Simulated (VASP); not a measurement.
# TiC (Fm-3m) in VASP: further runs, part 2 of 2

VASP 6.6.1. The steps go on from the part before.

### 3 Single point, BLYP

This run uses another cell than the first one, of 10.50 Å³/atom, 1.019 times its volume.

INCAR reads:

```
SYSTEM = TiC
PREC = Accurate ; ENCUT = 520
EDIFF = 1E-6 ; ISMEAR = -1
SIGMA = 0.05 ; LREAL = .False.
LASPH = .True. ; NELM = 80
ALGO = Normal ; ISIF = 2
LWAVE = .False. ; LCHARG = .True.
GGA = B5 ; ALDAX = 1.0
AGGAX = 1.0 ; AGGAC = 1.0
ALDAC = 0.0 ; LELF = .True.
LVHAR = .True. ; NBANDS = 15
```

KPOINTS reads:

```
regular mesh
0
Gamma
  11 11 11
  0 0 0
```

POSCAR reads:

```
TiC
1.0
    0.0000000000      2.1899902822      2.1899902822
    2.1899902822      0.0000000000      2.1899902822
    2.1899902822      2.1899902822      0.0000000000
Ti C
1 1
Direct
    0.0000000000      0.0000000000      0.0000000000
    0.5000000000      0.5000000000      0.5000000000
```

Potentials or basis: VASP PAW PBE potentials, release 64 (Ti_sv, C).

Run with:

```console
$ cat potpaw_PBE.64/Ti_sv/POTCAR potpaw_PBE.64/C/POTCAR > POTCAR
$ mpirun -np 1 vasp_std > vasp.out
```

OUTCAR:

```text
SYSTEM = TiC
   PREC = Accurate
   ENCUT = 520
   EDIFF = 1E-6
   ISMEAR = -1
   LREAL = .False.
   LASPH = .True.
   NELM = 80
   ISIF = 2
   GGA = B5

 ion  position               nearest neighbor table
   1  0.000  0.000  0.000-   2 2.19   2 2.19   2 2.19   2 2.19   2 2.19   2 2.19
   2  0.500  0.500  0.500-   1 2.19   1 2.19   1 2.19   1 2.19   1 2.19   1 2.19

  LATTYP: Found a face centered cubic cell.
 ALAT       =     4.3799805644

  Lattice vectors:

 A1 = (   0.0000000000,   2.1899902822,   2.1899902822)
 A2 = (   2.1899902822,   0.0000000000,   2.1899902822)
 A3 = (   2.1899902822,   2.1899902822,   0.0000000000)

Analysis of symmetry for initial positions (statically):
=====================================================================
 Subroutine PRICEL returns:
 Original cell was already a primitive cell.

 Routine SETGRP: Setting up the symmetry group for a
 face centered cubic supercell.

 Subroutine GETGRP returns: Found 48 space group operations
[... 9 lines left out ...]

 Routine SETGRP: Setting up the symmetry group for a
 face centered cubic supercell.

 Subroutine GETGRP returns: Found 48 space group operations
[... 11 lines left out ...]
                                     Primitive cell

  volume of cell :      21.0066

  direct lattice vectors                    reciprocal lattice vectors
     0.000000000  2.189990282  2.189990282    -0.228311515  0.228311515  0.228311515
     2.189990282  0.000000000  2.189990282     0.228311515 -0.228311515  0.228311515
     2.189990282  2.189990282  0.000000000     0.228311515  0.228311515 -0.228311515

  length of vectors
     3.097113959  3.097113959  3.097113959     0.395447145  0.395447145  0.395447145

  position of ions in fractional coordinates (direct lattice)
[... 8 lines left out ...]
----------------------------------------------------------------------------------------

 KPOINTS: regular mesh

Automatic generation of k-mesh.
 Grid dimensions read from file:
 generate k-points for:   11   11   11

 Generating k-lattice:
[... 84 lines left out ...]
  Fermi-wavevector in a.u.,A,eV,Ry     =   1.495074  2.825280 30.412365  2.235246
  Thomas-Fermi vector in A             =   2.607265
   LORBIT       =      0    0 simple, 1 ext, 2 COOP (PROOUT), +10 PAW based schemes
   GGA     = B5    functional components
   LHFCALC =     F    Hartree Fock is set to
   AEXX    =    0.0000 exact exchange contribution
   IVDW    =     0    specifies the selected vdW correction
   LEPSILON=     F    determine dielectric tensor
   LRPA    =     F    only Hartree local field effects (RPA)
 non-spin polarized calculation
  energy-cutoff  :      520.00
  volume of cell :       21.01
 maximum number of plane-waves:       574
   NGX = 11   NGY = 11   NGZ = 11

 number of electron      15.9999996 magnetization

 Free energy of the ion-electron system (eV)
  ---------------------------------------------------
  ext. energy  EPLUGINS =         0.00000000
  ---------------------------------------------------
  free energy    TOTEN  =       -17.04392568 eV

  energy without entropy =      -17.04142089  energy(sigma->0) =      -17.04267329

 E-fermi :   9.5150     XC(G=0): -11.8744

 val. band max:        9.4236067075   @ k =   0.1818   0.1818   0.0000
 cond. band min:       9.5725236251   @ k =   0.0909   0.0000   0.0000
 fundamental gap:      0.1489169176
 Fermi energy:         9.5150114563

 k-point     1 :       0.0000    0.0000    0.0000
  band No.  band energies     occupation
      1     -47.1005      2.00000
      2     -23.2943      2.00000
      3     -23.2943      2.00000
      4     -23.2943      2.00000
      5      -2.6249      2.00000
      6      10.1223      0.00001
      7      10.1223      0.00001
      8      10.1223      0.00001
      9      11.0118      0.00000
     10      11.0118      0.00000
     11      11.0300      0.00000
     12      11.0300      0.00000
     13      11.0300      0.00000
     14      19.7084      0.00000
[... 401 lines left out ...]
      2     -23.5295      2.00000
      3     -23.3875      2.00000
      4     -23.3119      2.00000
      5      -1.0158      2.00000
      6       6.3391      2.00000
      7       7.3330      2.00000
      8       7.6622      2.00000
      9      10.9070      0.00000
     10      11.8970      0.00000
     11      12.8161      0.00000
     12      13.5337      0.00000
     13      16.2823      0.00000
     14      21.1361      0.00000
     15      23.0027      0.00000

 [... further k-points ...]
[... 5 lines left out ...]
  --------------------------------------------------------------------------------------
  -------------------------------------------------------------------------------------
  Total        0.0658453      0.0658453      0.0658453      0.0000000      0.0000000     -0.0000000
  in kB        5.0220221      5.0220221      5.0220221      0.0000000      0.0000000     -0.0000000
  external PRESSURE =       5.0220221 kB  Pullay stress =       0.0000000 kB

 VOLUME and BASIS-vectors are now :
 -----------------------------------------------------------------------------
  energy-cutoff  :      520.00
  volume of cell :       21.01
      direct lattice vectors                 reciprocal lattice vectors
     0.000000000  2.189990282  2.189990282    -0.228311515  0.228311515  0.228311515
     2.189990282  0.000000000  2.189990282     0.228311515 -0.228311515  0.228311515
     2.189990282  2.189990282  0.000000000     0.228311515  0.228311515 -0.228311515

 POSITION                                       TOTAL-FORCE (eV/Angst)
 -----------------------------------------------------------------------------------
      0.00000      0.00000      0.00000        -0.000000     -0.000000      0.000000
      2.18999      2.18999      2.18999         0.000000      0.000000     -0.000000
 -----------------------------------------------------------------------------------
    total drift:                                0.000000     -0.000000     -0.000000

  FREE ENERGIE OF THE ION-ELECTRON SYSTEM (eV)
  ---------------------------------------------------
  free  energy   TOTEN  =       -17.0439256830 eV

  energy  without entropy=      -17.0414208909  energy(sigma->0) =      -17.04267329
```

stdout:

```text
POSCAR found type information on POSCAR TiC
 POSCAR found :  2 types and       2 ions
 scaLAPACK will be used
 -----------------------------------------------------------------------------
|                                                                             |
|                                                                             |
|     You enforced a specific xc type in the INCAR file but a different       |
|     I HOPE YOU KNOW WHAT YOU ARE DOING!                                     |
|                                                                             |
 -----------------------------------------------------------------------------

 LDA part: xc-table for (Slater(with rela. corr.)+VWN5), standard interpolation
 POSCAR, INCAR and KPOINTS ok, starting setup
 FFT: planning ... GRIDC
 FFT: planning ... GRID_SOFT
 FFT: planning ... GRID
 WAVECAR not read
 entering main loop
```

Wall time 44 s (1 thread of AMD EPYC 7R43 (Zen 3), shared host); peak memory 0.11 GiB.

Results:

```yaml
Free_energy: -17.0439 eV
Pressure: 0.5 GPa
Band_gap_on_the_k_mesh: zero (band 8 reaches 10.12 eV, above the bottom of band 9 at 9.05 eV)
```

Caveat: the PAW data sets were made with another functional, which shifts forces and pressure a little.
